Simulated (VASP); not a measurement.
ZnSe: single point with HSE06

ZnSe:

```
CELL_PARAMETERS angstrom
0.00000 2.87109 2.87109
2.87109 0.00000 2.87109
2.87109 2.87109 0.00000
ATOMIC_POSITIONS crystal
Se 0.75000 0.75000 0.75000
Zn 0.00000 0.00000 0.00000
```

```yaml
Program: VASP 6.6.1
Task: single point
Functional: HSE06
Potentials_or_basis: VASP PAW PBE potentials, release 64 (Se, Zn)
Cutoff: 520 eV
k_mesh: 4 × 4 × 4
Occupations: fermi-dirac, width 0.05 eV
Spin: no spin polarisation
Dipole_correction: no
Grid_for_exact_exchange_PRECFOCK: Normal
Further_INCAR_settings: ALGO = Normal; EDIFF = 1e-07; NBANDS = 16
Share_of_exact_exchange: 0.25
Screening_parameter: 0.2079 1/Å
```

- Pressure: -1.0 GPa
- Band gap on the k mesh: 2.25 eV

Levels at points of the mesh, in eV from the valence-band top:
| k point | band 7 | band 8 | band 9 | band 10 | band 11 | band 12 |
| --- | --- | --- | --- | --- | --- | --- |
| (0.00, 0.00, 0.00) | 0.00 | 0.00 | 0.00 | 2.25 | 6.94 | 6.94 |
| (0.50, 0.00, 0.00) | -5.27 | -0.85 | -0.85 | 3.57 | 7.49 | 7.49 |
| (0.50, 0.50, 0.00) | -4.93 | -2.16 | -2.16 | 3.94 | 4.50 | 11.86 |

It took 15 min on 1 thread of AMD EPYC 7R43 64-Core Processor (Zen 3), with other jobs on the host, peak memory 0.24 GiB.

Caveat: the k points lie up to 0.47 Å⁻¹ apart; the PAW data sets were made with another functional, which shifts forces and pressure a little.
